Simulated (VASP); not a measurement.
Here is a VASP 6.6.1 calculation.

INCAR

```
  PREC = Accurate
  ENCUT = 520
  EDIFF = 1E-6
  ISMEAR = 0
  SIGMA = 0.15
  LREAL = False
  LASPH = True
  NELM = 100
  ALGO = Normal
  ISIF = 2
  LWAVE = False
  LCHARG = True
  GGA = PS
  LELF = True
  LVHAR = True
  NBANDS = 21
```

Contents of KPOINTS:

```
Automatic mesh
0
Gamma
  18 18 10
```

File POSCAR:

```
Ru
1.0
    2.5391000000      0.0000000000      0.0000000000
   -1.2695500000      2.1989251028      0.0000000000
    0.0000000000      0.0000000000      4.0483000000
Ru
2
Direct
    0.3333333333      0.6666666667      0.2500000000
    0.6666666667      0.3333333333      0.7500000000
```

Potentials or basis: VASP PAW PBE potentials, release 64 (Ru_pv).

Launch:

```sh
$ cat potpaw_PBE.64/Ru_pv/POTCAR > POTCAR
$ mpirun -np 1 vasp_std > vasp.out
```

(1) Estimate the band gap on the k mesh.

(2) Estimate the pressure.

Results:

(1) zero (band 14 reaches 18.38 eV, above the bottom of band 15 at 14.20 eV).

(2) 84.6 GPa.

Caveat: the PAW data sets were made with another functional, which shifts forces and pressure a little.
